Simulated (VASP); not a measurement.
# Li (Fm-3m) in VASP: further runs, part 3 of 3

VASP 6.6.1. Earlier steps stand in the parts before.

### 5 Electric field gradients, PBEsol (22.21 Å³/atom)

This run uses another cell than the first one, of 22.21 Å³/atom.

Contents of INCAR:

```
SYSTEM = Li
  PREC = Accurate
  ENCUT = 650
  EDIFF = 1E-8
  ISMEAR = -1
  SIGMA = 0.08
  LREAL = .FALSE.
  LASPH = .TRUE.
  NELM = 120
  ALGO = Normal
  ISIF = 2
  LWAVE = .FALSE.
  LCHARG = .FALSE.
  GGA = PS
  LEFG = .TRUE.
  NBANDS = 8
  GGA_COMPAT = .FALSE.
```

Contents of KPOINTS:

```
regular mesh
0
G
  13 13 13
  0 0 0
```

Contents of POSCAR:

```
Li
1.0
    0.0000000000      2.2309770072      2.2309770072
    2.2309770072      0.0000000000      2.2309770072
    2.2309770072      2.2309770072      0.0000000000
Li
1
Direct
    0.0000000000      0.0000000000      0.0000000000
```

Potentials or basis: VASP PAW PBE potentials, release 64 (Li_sv).

Run with:

```
cat potpaw_PBE.64/Li_sv/POTCAR > POTCAR
mpirun -np 1 vasp_std > vasp.out
```

OUTCAR:

```text
SYSTEM = Li
   PREC = Accurate
   ENCUT = 650
   EDIFF = 1E-8
   ISMEAR = -1
   LREAL = .FALSE.
   LASPH = .TRUE.
   NELM = 120
   ISIF = 2
   GGA = PS

 ion  position               nearest neighbor table
   1  0.000  0.000  0.000-

  LATTYP: Found a face centered cubic cell.
 ALAT       =     4.4619540144

  Lattice vectors:

 A1 = (   0.0000000000,   2.2309770072,   2.2309770072)
 A2 = (   2.2309770072,   0.0000000000,   2.2309770072)
 A3 = (   2.2309770072,   2.2309770072,   0.0000000000)

[... 467 lines left out ...]
    total drift:                               -0.000000     -0.000000     -0.000000

  FREE ENERGIE OF THE ION-ELECTRON SYSTEM (eV)
  ---------------------------------------------------
  free  energy   TOTEN  =        -1.9644193065 eV

  energy  without entropy=       -1.9518332090  energy(sigma->0) =       -1.95812626

 Electric field gradients (V/A^2)
---------------------------------------------------------------------
 ion       V_xx      V_yy      V_zz      V_xy      V_xz      V_yz
---------------------------------------------------------------------
   1      -0.000     0.000    -0.000     0.002     0.002     0.002
---------------------------------------------------------------------

 Electric field gradients after diagonalization (V/A^2)
 (convention: |V_zz| > |V_xx| > |V_yy|)
----------------------------------------------------------------------
 ion       V_xx      V_yy      V_zz     asymmetry (V_yy - V_xx)/ V_zz
----------------------------------------------------------------------
   1      -0.002    -0.002     0.005       0.000
----------------------------------------------------------------------

           NMR quadrupolar parameters

 Cq : quadrupolar parameter    Cq=e*Q*V_zz/h
 eta: asymmetry parameters     (V_yy - V_xx)/ V_zz
 Q  : nuclear electric quadrupole moment in mb (millibarn)
----------------------------------------------------------------------
 ion       Cq(MHz)       eta       Q (mb)
----------------------------------------------------------------------
   1       0.000       0.000       1.000
----------------------------------------------------------------------
```

OSZICAR:

```text
N       E                     dE             d eps       ncg     rms          rms(c)
DAV:   1     0.269042740771E+00    0.26904E+00   -0.82309E+02  1344   0.300E+02
DAV:   2    -0.189279958261E+01   -0.21618E+01   -0.20859E+01  1904   0.381E+01
DAV:   3    -0.196598412913E+01   -0.73185E-01   -0.73095E-01  1608   0.477E+00
DAV:   4    -0.196722482654E+01   -0.12407E-02   -0.12406E-02  2016   0.559E-01
DAV:   5    -0.196724975827E+01   -0.24932E-04   -0.24932E-04  1648   0.393E-02    0.436E-01
DAV:   6    -0.196544461066E+01    0.18051E-02   -0.57491E-04  2056   0.111E-01    0.246E-01
DAV:   7    -0.196441158537E+01    0.10330E-02   -0.12982E-03  1944   0.170E-01    0.264E-02
DAV:   8    -0.196442137844E+01   -0.97931E-05   -0.10671E-04  1568   0.544E-02    0.152E-03
DAV:   9    -0.196442003262E+01    0.13458E-05   -0.17715E-06  2128   0.932E-03    0.514E-04
DAV:  10    -0.196441942031E+01    0.61231E-06   -0.81359E-08  1560   0.159E-03    0.145E-04
DAV:  11    -0.196441934054E+01    0.79772E-07   -0.37412E-09  1184   0.566E-04    0.612E-05
DAV:  12    -0.196441931211E+01    0.28428E-07   -0.56996E-10   880   0.205E-04    0.720E-06
DAV:  13    -0.196441930649E+01    0.56276E-08   -0.25475E-10   816   0.131E-04
   1 F= -.19644193E+01 E0= -.19581263E+01  d E =-.125861E-01
```

Wall time 8.2 s (1 thread of AMD EPYC 9R45 (Zen 5), shared host); peak memory 0.12 GiB.

Results:

```
Free energy                             : -1.9644 eV
Pressure                                : -1.3 GPa
Band gap on the k mesh                  : zero (an odd number of electrons rules out a gap without spin polarisation)
Largest electric field gradient by atom : under 0.05 V/Å² on every atom
```

Levels at points of the mesh, in eV from the Fermi level:
```tsv
k point	band 1	band 2	band 3	band 4	band 5
(0.00, 0.00, 0.00)	-46.09	-3.46	13.46	13.46	13.46
```

Caveat: the PAW data sets were made with another functional, which shifts forces and pressure a little.

### 6 Electric field gradients, PBEsol (21.78 Å³/atom)

This run uses another cell than the first one, of 21.78 Å³/atom.

Contents of INCAR:

```
  PREC = Accurate
  ENCUT = 650
  EDIFF = 1E-8
  ISMEAR = -1
  SIGMA = 0.08
  LREAL = False
  LASPH = True
  NELM = 120
  ALGO = Normal
  ISIF = 2
  LWAVE = False
  LCHARG = False
  GGA = PS
  LEFG = True
  NBANDS = 8
  GGA_COMPAT = False
```

Contents of KPOINTS:

```
Automatic mesh
0
Gamma
  13 13 13
```

Contents of POSCAR:

```
Li
1.0
    0.0000000000      2.2165832064      2.2165832064
    2.2165832064      0.0000000000      2.2165832064
    2.2165832064      2.2165832064      0.0000000000
Li
1
Direct
    0.0000000000      0.0000000000      0.0000000000
```

Potentials or basis: VASP PAW PBE potentials, release 64 (Li_sv).

Run with:

```
cat potpaw_PBE.64/Li_sv/POTCAR > POTCAR
mpirun -np 1 vasp_std > vasp.out
```

OUTCAR:

```text
PREC = Accurate
   ENCUT = 650
   EDIFF = 1E-8
   ISMEAR = -1
   LREAL = False
   LASPH = True
   NELM = 120
   ISIF = 2
   GGA = PS

 ion  position               nearest neighbor table
   1  0.000  0.000  0.000-

  LATTYP: Found a face centered cubic cell.
 ALAT       =     4.4331664128

  Lattice vectors:

 A1 = (   0.0000000000,   2.2165832064,   2.2165832064)
 A2 = (   2.2165832064,   0.0000000000,   2.2165832064)
[... 470 lines left out ...]
    total drift:                               -0.000000     -0.000000     -0.000000

  FREE ENERGIE OF THE ION-ELECTRON SYSTEM (eV)
  ---------------------------------------------------
  free  energy   TOTEN  =        -1.9669916364 eV

  energy  without entropy=       -1.9544399971  energy(sigma->0) =       -1.96071582

 Electric field gradients (V/A^2)
---------------------------------------------------------------------
 ion       V_xx      V_yy      V_zz      V_xy      V_xz      V_yz
---------------------------------------------------------------------
   1      -0.000     0.000    -0.000     0.002     0.002     0.002
---------------------------------------------------------------------

 Electric field gradients after diagonalization (V/A^2)
 (convention: |V_zz| > |V_xx| > |V_yy|)
----------------------------------------------------------------------
 ion       V_xx      V_yy      V_zz     asymmetry (V_yy - V_xx)/ V_zz
----------------------------------------------------------------------
   1      -0.002    -0.002     0.005       0.000
----------------------------------------------------------------------

           NMR quadrupolar parameters

 Cq : quadrupolar parameter    Cq=e*Q*V_zz/h
 eta: asymmetry parameters     (V_yy - V_xx)/ V_zz
 Q  : nuclear electric quadrupole moment in mb (millibarn)
----------------------------------------------------------------------
 ion       Cq(MHz)       eta       Q (mb)
----------------------------------------------------------------------
   1       0.000       0.000       1.000
----------------------------------------------------------------------
```

OSZICAR:

```text
N       E                     dE             d eps       ncg     rms          rms(c)
DAV:   1     0.270816482452E+00    0.27082E+00   -0.76242E+02  1344   0.282E+02
DAV:   2    -0.191939396429E+01   -0.21902E+01   -0.21281E+01  1936   0.385E+01
DAV:   3    -0.196916558802E+01   -0.49772E-01   -0.49434E-01  1536   0.433E+00
DAV:   4    -0.196976708844E+01   -0.60150E-03   -0.60148E-03  2104   0.464E-01
DAV:   5    -0.196977141343E+01   -0.43250E-05   -0.43250E-05  1624   0.254E-02    0.421E-01
DAV:   6    -0.196798689337E+01    0.17845E-02   -0.58619E-04  1968   0.111E-01    0.237E-01
DAV:   7    -0.196698137387E+01    0.10055E-02   -0.13115E-03  1904   0.171E-01    0.267E-02
DAV:   8    -0.196699366778E+01   -0.12294E-04   -0.13002E-04  1584   0.587E-02    0.208E-03
DAV:   9    -0.196699240103E+01    0.12667E-05   -0.18912E-06  2040   0.907E-03    0.533E-04
DAV:  10    -0.196699176420E+01    0.63683E-06   -0.95307E-08  1608   0.162E-03    0.991E-05
DAV:  11    -0.196699166401E+01    0.10019E-06   -0.34055E-09  1352   0.573E-04    0.462E-05
DAV:  12    -0.196699164308E+01    0.20930E-07   -0.46016E-10   856   0.179E-04    0.139E-05
DAV:  13    -0.196699163638E+01    0.67064E-08   -0.19112E-10   792   0.122E-04
   1 F= -.19669916E+01 E0= -.19607158E+01  d E =-.125516E-01
```

stdout:

```text
POSCAR found type information on POSCAR Li
 POSCAR found :  1 types and       1 ions
 scaLAPACK will be used
 -----------------------------------------------------------------------------
|                                                                             |
|                                                                             |
|     You enforced a specific xc type in the INCAR file but a different       |
|     I HOPE YOU KNOW WHAT YOU ARE DOING!                                     |
|                                                                             |
 -----------------------------------------------------------------------------

 LDA part: xc-table for (Slater+PW92), standard interpolation
 POSCAR, INCAR and KPOINTS ok, starting setup
 FFT: planning ... GRIDC
 FFT: planning ... GRID_SOFT
 FFT: planning ... GRID
 WAVECAR not read
 entering main loop
ion   1
```

It took 8.2 s on 1 thread of AMD EPYC 9R45 (Zen 5), shared host; peak memory 0.12 GiB.

What came out:

* Free energy: -1.9670 eV
* Pressure: -1.1 GPa
* Band gap on the k mesh: zero (an odd number of electrons rules out a gap without spin polarisation)
* Largest electric field gradient by atom: under 0.05 V/Å² on every atom

Caveat: the PAW data sets were made with another functional, which shifts forces and pressure a little.

### 7 Summary

| cell | gap on the mesh (eV) | pressure (GPa) |
| --- | --- | --- |
| a = 3.124 Å, angles 60.0°, 1 atom | none | -1.0 |
| a = 3.104 Å, angles 60.0°, 1 atom | none | -0.7 |
| a = 3.155 Å, angles 60.0°, 1 atom | none | -1.3 |
| a = 3.135 Å, angles 60.0°, 1 atom | none | -1.1 |

Alike in all rows: task electric field gradients; level PBEsol; potentials or basis VASP PAW PBE potentials, release 64 (Li_sv); no spin polarisation; k mesh 13 × 13 × 13; cutoff (eV) 650; smearing fermi-dirac 0.08 eV.

Caveats: the PAW data sets were made with another functional, which shifts forces and pressure a little.

Total energies depend on the potentials used, so only differences within one code and one set of settings carry meaning.
